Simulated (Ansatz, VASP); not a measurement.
# Nb2SiO2 in VASP and in Ansatz

```xyz
5
Lattice="-1.9598 1.9598 4.2730 1.9598 -1.9598 4.2730 1.9598 1.9598 -4.2730" Properties=species:S:1:pos:R:3 pbc="T T T"
Nb    1.9598    0.0000    4.4300
Nb    0.0000    1.9598    4.4300
Si    0.0000    0.0000    6.5664
O     1.9598    0.0000    2.2935
O     0.0000    1.9598    2.2935
```

Alike in both runs: functional PBE; k mesh 4 × 4 × 4; occupations gaussian, width 0.15 eV; no spin polarisation.

Ansatz relaxed the structure, and its values are those at the end. VASP's run is a single point on that final structure, the one shown.

```csv
,VASP,Ansatz
version,VASP 6.6.1,Ansatz 0.2.0
potentials or method,"VASP PAW PBE potentials, release 64 (Nb_sv, Si, O), cutoff 600 eV","scalar-relativistic, plane waves, PAW"
valence electrons in the cell,42,42
```

|  | VASP | Ansatz | Ansatz less VASP |
| --- | --- | --- | --- |
| gap on the k mesh at the Fermi level (eV) | none | none | - |
| pressure (GPa) | -0.3 | 0.0 | +0.26 |

A gap of «none» marks a metal or a gap that the smearing closes.

The k mesh is coarse, so the values compare programs but aren't converged.
